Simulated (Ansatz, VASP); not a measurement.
## AlAuC6N6: VASP beside Ansatz

Contents of INCAR:

```
SYSTEM = AlAuC6N6
PREC     = Accurate       ! precision mode
ENCUT    = 520            ! plane-wave cutoff, eV
EDIFF    = 1E-6           ! SCF threshold, eV
ISMEAR   = 0              ! smearing method
SIGMA    = 0.1            ! smearing width, eV
LREAL    = .False.        ! projectors in reciprocal space
LASPH    = .True.         ! aspherical terms in the spheres
NELM     = 100            ! most SCF steps
ALGO     = Normal         ! electronic algorithm
ISIF     = 2              ! what is computed and relaxed
LWAVE    = .False.        ! write WAVECAR
LCHARG   = .True.         ! write CHGCAR
GGA      = PE             ! functional
LELF     = .True.         ! ELF
LVHAR    = .True.       
NBANDS   = 47             ! bands
```

The input KPOINTS:

```
Automatic mesh
0
Gamma
  4 4 4
  0 0 0
```

File POSCAR:

```
AlAuC6N6
1.0
    0.0000000000      5.0525000000      5.0525000000
    5.0525000000      0.0000000000      5.0525000000
    5.0525000000      5.0525000000      0.0000000000
Al C Au N
1 6 1 6
Direct
    0.0000000000      0.0000000000      0.0000000000
    0.8144482900      0.1855517100      0.1855517100
    0.1855517100      0.8144482900      0.1855517100
    0.1855517100      0.1855517100      0.8144482900
    0.1855517100      0.8144482900      0.8144482900
    0.8144482900      0.1855517100      0.8144482900
    0.8144482900      0.8144482900      0.1855517100
    0.5000000000      0.5000000000      0.5000000000
    0.6986640300      0.3013359700      0.3013359700
    0.3013359700      0.6986640300      0.3013359700
    0.3013359700      0.3013359700      0.6986640300
    0.3013359700      0.6986640300      0.6986640300
    0.6986640300      0.3013359700      0.6986640300
    0.6986640300      0.6986640300      0.3013359700
```

Input for Ansatz:

```yaml
crystal:
  lattice:
    - [0.0, 5.0525, 5.0525]
    - [5.0525, 0.0, 5.0525]
    - [5.0525, 5.0525, 0.0]
  atoms:
    - { symbol: Al, position: [0.0, 0.0, 0.0] }
    - { symbol: C, position: [0.81444829, 0.18555171, 0.18555171] }
    - { symbol: C, position: [0.18555171, 0.81444829, 0.18555171] }
    - { symbol: C, position: [0.18555171, 0.18555171, 0.81444829] }
    - { symbol: C, position: [0.18555171, 0.81444829, 0.81444829] }
    - { symbol: C, position: [0.81444829, 0.18555171, 0.81444829] }
    - { symbol: C, position: [0.81444829, 0.81444829, 0.18555171] }
    - { symbol: Au, position: [0.5, 0.5, 0.5] }
    - { symbol: "N", position: [0.69866403, 0.30133597, 0.30133597] }
    - { symbol: "N", position: [0.30133597, 0.69866403, 0.30133597] }
    - { symbol: "N", position: [0.30133597, 0.30133597, 0.69866403] }
    - { symbol: "N", position: [0.30133597, 0.69866403, 0.69866403] }
    - { symbol: "N", position: [0.69866403, 0.30133597, 0.69866403] }
    - { symbol: "N", position: [0.69866403, 0.69866403, 0.30133597] }
basis:
  ecutwfc: 420
kpoints:
  mp_grid: { grid: [4, 4, 4] }
hamiltonian:
  xc: pbe
scf:
  occupations: { method: gaussian, width: 0.1 }
  lower_state_search: "off"
output:
  forces: true
  stress: true
  eigenvalues: true
```

Alike in both runs: task single point; functional PBE; k mesh 4 × 4 × 4; occupations gaussian, width 0.1 eV; no spin polarisation.

```csv
,VASP,Ansatz
version,VASP 6.6.1,Ansatz 0.2.0
potentials or method,"VASP PAW PBE potentials, release 64 (Al, C, Au, N), cutoff 520 eV","scalar-relativistic, plane waves, PAW"
valence electrons in the cell,68,76
```

VASP gave:

```
gap on the k mesh at the Fermi level (eV) : none
pressure (GPa)                            : 15.4
rms of the force components (eV/Å)        : 1.680
```

Which values does Ansatz return?

gap on the k mesh at the Fermi level (eV): none; pressure (GPa): 15.1; rms of the force components (eV/Å): 1.886.

Atom by atom the forces differ by 0.206 eV/Å (rms over components). A gap of «none» marks a metal or a gap that the smearing closes. The functional is the same, so the differences come from potentials, cutoffs and numerics. VASP's potentials hold 68 valence electrons a cell and Ansatz's 76, so a difference there can come from the potentials and not from the codes.

Neither program's run includes spin-orbit coupling. Noted on VASP's run: the standard files for N, O and F lose accuracy on very short bonds.
